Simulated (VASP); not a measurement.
Runs of VASP 6.6.1 on Cu. The structure is that of space group Im-3m (No. 229), or close to it. The cells are those of the table. 

```csv
task,cell,cutoff (eV),gap on the mesh (eV),pressure (GPa)
single point,"a = 2.409 Å, angles 108.9, 108.9, 110.6°, 1 atom",520,none,(a)
relaxation of cell and atoms,"relaxed to 30 GPa from a = 2.461 Å, angles 108.2, 108.2, 112.0°, 1 atom",600,none,29.9
relaxation of cell and atoms,"relaxed to 40 GPa from a = 2.461 Å, angles 108.2, 108.2, 112.0°, 1 atom",600,none,40.0
single point,"a = 2.454 Å, angles 108.2, 108.2, 112.0°, 1 atom",520,none,0.8
single point,"a = 2.324 Å, angles 109.0, 109.0, 110.4°, 1 atom",520,none,40.7
single point,"a = 2.376 Å, angles 109.0, 109.0, 110.5°, 1 atom",520,none,(b)
relaxation of cell and atoms,"relaxed to 10 GPa from a = 2.461 Å, angles 108.2, 108.2, 112.0°, 1 atom",600,none,9.9
single point,"a = 2.348 Å, angles 109.0, 109.0, 110.4°, 1 atom",520,none,30.7
relaxation of cell and atoms,"relaxed from a = 2.461 Å, angles 108.2, 108.2, 112.0°, 1 atom",600,none,0.0
relaxation of cell and atoms,"relaxed to 20 GPa from a = 2.461 Å, angles 108.2, 108.2, 112.0°, 1 atom",600,none,20.0
```

Alike in all rows: level PBEsol; potentials or basis VASP PAW PBE potentials, release 64 (Cu); no spin polarisation; k mesh 15 × 15 × 15; smearing methfessel-paxton 0.1 eV.

Task: Estimate the missing entries.

Result: (a) 10.7; (b) 20.7.

Caveats: the PAW data sets were made with another functional, which shifts forces and pressure a little; the cell stands under pressure (at least some runs); the cell is relaxed towards a set pressure, so the run minimises the enthalpy, not the energy (at least some runs).

A gap of «none» marks levels without a gap at the run's occupations.
